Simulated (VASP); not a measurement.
# TiZn3 (Pm-3m) in VASP: further runs, part 2 of 2

VASP 6.6.1. Earlier steps stand in the parts before.

**3. Electric field gradients, LDA**

Contents of INCAR:

```
SYSTEM = TiZn3
  PREC = Accurate
  ENCUT = 520
  EDIFF = 1E-8
  ISMEAR = -1
  SIGMA = 0.05
  LREAL = .FALSE.
  LASPH = .TRUE.
  NELM = 80
  ALGO = Normal
  ISIF = 2
  LWAVE = .FALSE.
  LCHARG = .FALSE.
  LEFG = .TRUE.
  NBANDS = 32
```

Contents of KPOINTS:

```
Automatic mesh
0
G
  9 9 9
  0 0 0
```

Contents of POSCAR:

```
TiZn3
1.0
    3.9322000000      0.0000000000      0.0000000000
    0.0000000000      3.9322000000      0.0000000000
    0.0000000000      0.0000000000      3.9322000000
Ti Zn
1 3
Direct
    0.0000000000      0.0000000000      0.0000000000
    0.0000000000      0.5000000000      0.5000000000
    0.5000000000      0.0000000000      0.5000000000
    0.5000000000      0.5000000000      0.0000000000
```

Potentials or basis: VASP PAW LDA potentials, release 64 (Ti_sv, Zn).

Started as:

```console
$ cat potpaw_LDA.64/Ti_sv/POTCAR potpaw_LDA.64/Zn/POTCAR > POTCAR
$ mpirun -np 1 vasp_std > vasp.out
```

OUTCAR:

```text
SYSTEM = TiZn3
   PREC = Accurate
   ENCUT = 520
   EDIFF = 1E-8
   ISMEAR = -1
   LREAL = .FALSE.
   LASPH = .TRUE.
   NELM = 80
   ISIF = 2

 ion  position               nearest neighbor table
   1  0.000  0.000  0.000-   2 2.78   3 2.78   4 2.78   2 2.78   3 2.78   2 2.78   4 2.78   2 2.78
                             3 2.78   4 2.78   3 2.78   4 2.78
   2  0.000  0.500  0.500-   1 2.78   3 2.78   4 2.78   1 2.78   4 2.78   1 2.78   3 2.78   1 2.78
                             3 2.78   4 2.78   4 2.78   3 2.78
   3  0.500  0.000  0.500-   1 2.78   2 2.78   4 2.78   1 2.78   4 2.78   2 2.78   4 2.78   4 2.78
                             1 2.78   2 2.78   1 2.78   2 2.78
   4  0.500  0.500  0.000-   1 2.78   2 2.78   3 2.78   2 2.78   3 2.78   1 2.78   3 2.78   3 2.78
                             1 2.78   2 2.78   2 2.78   1 2.78

  LATTYP: Found a simple cubic cell.
 ALAT       =     3.9322000000

  Lattice vectors:

 A1 = (   3.9322000000,   0.0000000000,   0.0000000000)
 A2 = (   0.0000000000,   3.9322000000,   0.0000000000)
 A3 = (   0.0000000000,   0.0000000000,   3.9322000000)

Analysis of symmetry for initial positions (statically):
=====================================================================
 Subroutine PRICEL returns:
 Original cell was already a primitive cell.

 Routine SETGRP: Setting up the symmetry group for a
 simple cubic supercell.

 Subroutine GETGRP returns: Found 48 space group operations
 (whereof 48 operations were pure point group operations)
 out of a pool of 48 trial point group operations.

The static configuration has the point symmetry O_h .

Analysis of symmetry for dynamics (positions and initial velocities):
=====================================================================
 Subroutine PRICEL returns:
 Original cell was already a primitive cell.

 Routine SETGRP: Setting up the symmetry group for a
 simple cubic supercell.

 Subroutine GETGRP returns: Found 48 space group operations
 (whereof 48 operations were pure point group operations)
 out of a pool of 48 trial point group operations.

The dynamic configuration has the point symmetry O_h .

 Subroutine INISYM returns: Found 48 space group operations
 (whereof 48 operations are pure point group operations),
 and found     1 'primitive' translations

----------------------------------------------------------------------------------------

                                     Primitive cell

  volume of cell :      60.8005

  direct lattice vectors                    reciprocal lattice vectors
     3.932200000  0.000000000  0.000000000     0.254310564  0.000000000  0.000000000
     0.000000000  3.932200000  0.000000000     0.000000000  0.254310564  0.000000000
     0.000000000  0.000000000  3.932200000     0.000000000  0.000000000  0.254310564

  length of vectors
     3.932200000  3.932200000  3.932200000     0.254310564  0.254310564  0.254310564

  position of ions in fractional coordinates (direct lattice)
     0.000000000  0.000000000  0.000000000
     0.000000000  0.500000000  0.500000000
     0.500000000  0.000000000  0.500000000
     0.500000000  0.500000000  0.000000000

  ion indices of the primitive-cell ions
[... 94 lines left out ...]
   IALGO  =     38    algorithm
   IMIX   =      4    mixing-type and parameters
     AMIX     =   0.40;   BMIX     =  1.00
     AMIX_MAG =   1.60;   BMIX_MAG =  1.00
  volume/ion in A,a.u.               =      15.20       102.58
  Fermi-wavevector in a.u.,A,eV,Ry     =   1.513049  2.859248 31.148050  2.289317
  Thomas-Fermi vector in A             =   2.622892
   LORBIT       =      0    0 simple, 1 ext, 2 COOP (PROOUT), +10 PAW based schemes
   GGA     = CA    functional components
   LHFCALC =     F    Hartree Fock is set to
   AEXX    =    0.0000 exact exchange contribution
   IVDW    =     0    specifies the selected vdW correction
   LEPSILON=     F    determine dielectric tensor
   LRPA    =     F    only Hartree local field effects (RPA)
 non-spin polarized calculation
  energy-cutoff  :      520.00
  volume of cell :       60.80
 maximum number of plane-waves:      1662
 NGX is ok and might be reduce to    30
   NGX = 15   NGY = 15   NGZ = 15

 number of electron      47.9999979 magnetization

 Free energy of the ion-electron system (eV)
  ---------------------------------------------------
  ext. energy  EPLUGINS =         0.00000000
  ---------------------------------------------------
  free energy    TOTEN  =       -14.92448544 eV

  energy without entropy =      -14.89630049  energy(sigma->0) =      -14.91039296

 E-fermi :   4.0711     XC(G=0): -12.0507

 val. band max:        4.0464285688   @ k =   0.2222   0.1111   0.0000
 cond. band min:       4.0717025739   @ k =   0.4444   0.2222   0.2222
 fundamental gap:      0.0252740051
 Fermi energy:         4.0711236247

 k-point     1 :       0.0000    0.0000    0.0000
  band No.  band energies     occupation
      1     -52.0146      2.00000
      2     -28.6598      2.00000
      3     -28.6598      2.00000
      4     -28.6598      2.00000
      5      -5.0817      2.00000
      6      -3.5972      2.00000
[... 829 lines left out ...]
     31      10.7072      0.00000
     32      11.5194      0.00000

 [... further k-points ...]

------------------------ aborting loop because EDIFF is reached ----------------------------------------

  FORCE on cell =-STRESS in cart. coord.  units (eV):
  Direction    XX          YY          ZZ          XY          YZ          ZX
  --------------------------------------------------------------------------------------
  -------------------------------------------------------------------------------------
  Total       -3.5641912     -3.5641912     -3.5641912     -0.0000000      0.0000000     -0.0000000
  in kB      -93.9214483    -93.9214483    -93.9214483     -0.0000000      0.0000000     -0.0000000
  external PRESSURE =     -93.9214483 kB  Pullay stress =       0.0000000 kB

 VOLUME and BASIS-vectors are now :
 -----------------------------------------------------------------------------
  energy-cutoff  :      520.00
  volume of cell :       60.80
      direct lattice vectors                 reciprocal lattice vectors
     3.932200000  0.000000000  0.000000000     0.254310564  0.000000000  0.000000000
     0.000000000  3.932200000  0.000000000     0.000000000  0.254310564  0.000000000
     0.000000000  0.000000000  3.932200000     0.000000000  0.000000000  0.254310564

 POSITION                                       TOTAL-FORCE (eV/Angst)
 -----------------------------------------------------------------------------------
      0.00000      0.00000      0.00000         0.000000      0.000000      0.000000
      0.00000      1.96610      1.96610         0.000000      0.000000      0.000000
      1.96610      0.00000      1.96610         0.000000      0.000000      0.000000
      1.96610      1.96610      0.00000         0.000000      0.000000      0.000000
 -----------------------------------------------------------------------------------
    total drift:                                0.000000      0.000000     -0.000000

  FREE ENERGIE OF THE ION-ELECTRON SYSTEM (eV)
  ---------------------------------------------------
  free  energy   TOTEN  =       -14.9244854369 eV

  energy  without entropy=      -14.8963004855  energy(sigma->0) =      -14.91039296

 Electric field gradients (V/A^2)
---------------------------------------------------------------------
 ion       V_xx      V_yy      V_zz      V_xy      V_xz      V_yz
---------------------------------------------------------------------
   1      -0.000    -0.000    -0.000     0.000    -0.000    -0.000
   2      40.020   -20.010   -20.010     0.000     0.000    -0.000
   3     -20.010    40.020   -20.010    -0.000    -0.000    -0.000
   4     -20.010   -20.010    40.020    -0.000     0.000    -0.000
---------------------------------------------------------------------

 Electric field gradients after diagonalization (V/A^2)
 (convention: |V_zz| > |V_xx| > |V_yy|)
----------------------------------------------------------------------
 ion       V_xx      V_yy      V_zz     asymmetry (V_yy - V_xx)/ V_zz
----------------------------------------------------------------------
   1      -0.000    -0.000    -0.000      -0.301
   2     -20.010   -20.010    40.020       0.000
   3     -20.010   -20.010    40.020       0.000
   4     -20.010   -20.010    40.020       0.000
----------------------------------------------------------------------

           NMR quadrupolar parameters

 Cq : quadrupolar parameter    Cq=e*Q*V_zz/h
 eta: asymmetry parameters     (V_yy - V_xx)/ V_zz
 Q  : nuclear electric quadrupole moment in mb (millibarn)
----------------------------------------------------------------------
 ion       Cq(MHz)       eta       Q (mb)
----------------------------------------------------------------------
   1      -0.000      -0.301       1.000
   2       0.097       0.000       1.000
   3       0.097       0.000       1.000
   4       0.097       0.000       1.000
----------------------------------------------------------------------
```

OSZICAR:

```text
N       E                     dE             d eps       ncg     rms          rms(c)
DAV:   1     0.359955563735E+03    0.35996E+03   -0.23294E+04  2248   0.225E+03
DAV:   2     0.124602290943E+02   -0.34750E+03   -0.33590E+03  2272   0.455E+02
DAV:   3    -0.160038432501E+02   -0.28464E+02   -0.27994E+02  2792   0.136E+02
DAV:   4    -0.168137439168E+02   -0.80990E+00   -0.80741E+00  2768   0.207E+01
DAV:   5    -0.168265342932E+02   -0.12790E-01   -0.12790E-01  2504   0.233E+00    0.104E+01
DAV:   6    -0.154341142812E+02    0.13924E+01   -0.82081E+00  2424   0.290E+01    0.545E+00
DAV:   7    -0.150334677556E+02    0.40065E+00   -0.20824E+00  2616   0.134E+01    0.383E+00
DAV:   8    -0.149388026338E+02    0.94665E-01   -0.25647E-01  2584   0.583E+00    0.128E+00
DAV:   9    -0.149261870085E+02    0.12616E-01   -0.45720E-02  2720   0.143E+00    0.401E-01
DAV:  10    -0.149245261802E+02    0.16608E-02   -0.63771E-03  2480   0.734E-01    0.157E-01
DAV:  11    -0.149246170529E+02   -0.90873E-04   -0.23544E-03  2488   0.398E-01    0.108E-01
DAV:  12    -0.149244865212E+02    0.13053E-03   -0.54194E-04  2424   0.260E-01    0.223E-02
DAV:  13    -0.149244882203E+02   -0.16991E-05   -0.11755E-05  2720   0.274E-02    0.153E-02
DAV:  14    -0.149244856036E+02    0.26167E-05   -0.64769E-06  2688   0.194E-02    0.301E-03
DAV:  15    -0.149244854404E+02    0.16315E-06   -0.13079E-06  2872   0.834E-03    0.109E-03
DAV:  16    -0.149244854369E+02    0.35307E-08   -0.62416E-08  2304   0.242E-03
   1 F= -.14924485E+02 E0= -.14910393E+02  d E =-.281850E-01
```

stdout:

```text
POSCAR found type information on POSCAR TiZn
 POSCAR found :  2 types and       4 ions
 scaLAPACK will be used
 LDA part: xc-table for (Slater(with rela. corr.)+CA(PZ))
 , standard interpolation
 POSCAR, INCAR and KPOINTS ok, starting setup
 FFT: planning ... GRIDC
 FFT: planning ... GRID_SOFT
 FFT: planning ... GRID
 WAVECAR not read
 entering main loop
ion   1

ion   2

ion   3

ion   4
```

Wall time 67 s (1 thread of Intel Xeon Platinum 8259CL at 2.50GHz (Skylake/Cascade Lake), shared host); peak memory 0.18 GiB.

What came out:

```yaml
Free_energy: -14.9245 eV
Pressure: -9.4 GPa
Band_gap_on_the_k_mesh: zero (bands 24 and 25 overlap by 1.86 eV)
Largest_electric_field_gradient_by_atom: Ti -0.0; Zn +40.0 V/Å²
```

Electric field gradients, principal values (V/Å²):
```tsv
atom	least	middle	greatest (by size)
1 Ti	0.000	0.000	0.000
2 Zn	-20.010	-20.010	40.020
3 Zn	-20.010	-20.010	40.020
4 Zn	-20.010	-20.010	40.020
```

Caveat: the cell stands under tension; without QUAD_EFG the Cq values of the log hold for a quadrupole moment of 1 mb, not for the nuclei.

**4. Single point, LDA**

POSCAR is that of step 3.

Contents of INCAR.step1:

```
PREC     = Accurate       # precision mode
ENCUT    = 520            # plane-wave cutoff, eV
EDIFF    = 1E-6           # SCF threshold, eV
ISMEAR   = -1             # smearing method
SIGMA    = 0.05           # smearing width, eV
LREAL    = F              # projectors in reciprocal space
LASPH    = T              # aspherical terms in the spheres
NELM     = 60             # most SCF steps
ALGO     = Normal         # electronic algorithm
ISIF     = 2              # what is computed and relaxed
LWAVE    = F              # write WAVECAR
LCHARG   = T              # write CHGCAR
LMAXMIX  = 4              # l up to which the mixer works
NBANDS   = 32             # bands
```

Contents of KPOINTS.step1:

```
regular mesh
0
Gamma
  9 9 9
```

Contents of INCAR.step2:

```
PREC     = Accurate       # precision mode
ENCUT    = 520            # plane-wave cutoff, eV
EDIFF    = 1E-6           # SCF threshold, eV
ISMEAR   = -5             # smearing method
SIGMA    = 0.05           # smearing width, eV
LREAL    = F              # projectors in reciprocal space
LASPH    = T              # aspherical terms in the spheres
NELM     = 60             # most SCF steps
ALGO     = Normal         # electronic algorithm
ISIF     = 2              # what is computed and relaxed
LWAVE    = F              # write WAVECAR
LCHARG   = F              # write CHGCAR
LMAXMIX  = 4              # l up to which the mixer works
LORBIT   = 11             # projections on sites
NBANDS   = 32             # bands
NEDOS    = 2001           # points of the DOS
ICHARG   = 11             # starting density
```

Contents of KPOINTS.step2:

```
regular mesh
0
Gamma
  14 14 14
```

Started as:

```console
$ cat potpaw_LDA.64/Ti_sv/POTCAR potpaw_LDA.64/Zn/POTCAR > POTCAR
$ cp INCAR.step1 INCAR
$ cp KPOINTS.step1 KPOINTS
$ mpirun -np 1 vasp_std > vasp.out
$ cp INCAR.step2 INCAR
$ cp KPOINTS.step2 KPOINTS
$ mpirun -np 1 vasp_std > vasp.out
```

It took 3.1 min on 1 thread of Intel Xeon Platinum 8259CL at 2.50GHz (Skylake/Cascade Lake), shared host; peak memory 0.29 GiB.

It converged, with:

| Item | Value |
| --- | --- |
| Valence electrons inside the program's atomic spheres | Ti 10.19; Zn 10.85 |

Levels at points of the mesh, in eV from the Fermi level:
| k point | band 22 | band 23 | band 24 | band 25 | band 26 | band 27 |
| --- | --- | --- | --- | --- | --- | --- |
| (0.00, 0.00, 0.00) | -0.74 | 0.29 | 0.29 | 0.29 | 1.49 | 1.49 |
| (0.50, 0.00, 0.00) | -0.38 | -0.38 | -0.35 | 1.48 | 1.57 | 3.37 |
| (0.50, 0.50, 0.00) | -3.55 | -2.96 | 0.24 | 0.24 | 1.62 | 2.06 |
| (0.50, 0.50, 0.50) | -2.42 | -2.34 | -1.32 | -1.32 | -1.32 | 1.82 |

The gap in the log of VASP goes by the Fermi energy; the results here count the filled bands.